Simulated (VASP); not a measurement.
Input of a VASP 6.6.1 run:

File INCAR:

```
PREC = Accurate ; ENCUT = 520
EDIFF = 1E-6 ; ISMEAR = 0
SIGMA = 0.1 ; LREAL = F
LASPH = T ; NELM = 60
ALGO = Normal ; ISIF = 2
LWAVE = F ; LCHARG = F
GGA = PE ; NBANDS = 44
```

Contents of KPOINTS:

```
Automatic mesh
0
Gamma
  4 4 4
```

Contents of POSCAR:

```
CaGe4N
1.0
    5.3134994720      0.0000000000      0.0000000000
    0.0000000000      5.3134994720      0.0000000000
    0.0000000000      0.0000000000      5.3134994720
Ca Ge N
1 4 1
Direct
    0.5000000000      0.5000000000      0.5000000000
    0.2086584528      0.2086584528      0.2086584528
    0.7913415472      0.7913415472      0.2086584528
    0.7913415472      0.2086584528      0.7913415472
    0.2086584528      0.7913415472      0.7913415472
    0.0000000000      0.0000000000      0.0000000000
```

Potentials or basis: VASP PAW PBE potentials, release 64 (Ca_sv, Ge_d, N).

Run with:

```console
$ cat potpaw_PBE.64/Ca_sv/POTCAR potpaw_PBE.64/Ge_d/POTCAR potpaw_PBE.64/N/POTCAR > POTCAR
$ mpirun -np 1 vasp_std > vasp.out
```

Task: Predict the largest force.

Result: 0.005 eV/Å.

Task: What does it give for the pressure?

Result: 0.2 GPa.

Forces in eV/Å, atoms in the order of the input:
```
Ca   0.000  0.000  0.000
Ge   0.003  0.003  0.003
Ge  -0.003 -0.003  0.003
Ge  -0.003  0.003 -0.003
Ge   0.003 -0.003 -0.003
N    0.000  0.000  0.000
```
